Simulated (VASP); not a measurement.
# AgI: single point with r2SCAN

The system is AgI.

```xyz
4
Lattice="4.5218 0.0000 0.0000 -2.2609 3.9160 0.0000 0.0000 0.0000 7.3994" Properties=species:S:1:pos:R:3 pbc="T T T"
Ag    0.0000    2.6107    0.0197
Ag    2.2609    1.3053    3.7194
I     0.0000    2.6107    2.7913
I     2.2609    1.3053    6.4910
```

```
Program                : VASP 6.6.1
Task                   : single point
Functional             : r2SCAN
Potentials or basis    : VASP PAW PBE potentials, release 64 (Ag, I)
Cutoff                 : 550 eV
k mesh                 : 6 × 6 × 4
Occupations            : gaussian, width 0.02 eV
Spin                   : no spin polarisation
Dipole correction      : no
Further INCAR settings : ALGO = Normal; EDIFF = 1e-06; NBANDS = 26
```

```
Pressure               : 2.8 GPa
Largest force          : 0.006 eV/Å
Band gap on the k mesh : 1.84 eV
```

Forces in eV/Å, atoms in the order of the input:
```
Ag   0.000  0.000  0.006
Ag   0.000  0.000  0.006
I    0.000  0.000 -0.006
I    0.000  0.000 -0.006
```

Levels at points of the mesh, in eV from the valence-band top:
```
           k point  band 15  band 16  band 17  band 18  band 19  band 20  band 21  band 22
(0.00, 0.00, 0.00)    -0.80    -0.08     0.00     0.00     1.84     3.05     6.13     6.13
(0.50, 0.00, 0.00)    -2.41    -1.99    -1.16    -0.80     3.78     3.86     5.00     6.41
(0.00, 0.00, 0.50)    -0.41    -0.41    -0.41    -0.41     3.13     3.13     6.02     6.02
(0.50, 0.00, 0.50)    -1.39    -1.39    -1.37    -1.37     3.58     3.58     5.17     5.17
```

Run time: 4 min on 1 thread of Intel(R) Xeon(R) Platinum 8259CL CPU @ 2.50GHz (Skylake/Cascade Lake), with other jobs on the host, peak memory 0.32 GiB.

Caveat: the PAW data sets were made with another functional, which shifts forces and pressure a little; spin-orbit coupling is left out, which moves the levels of the heavy elements.
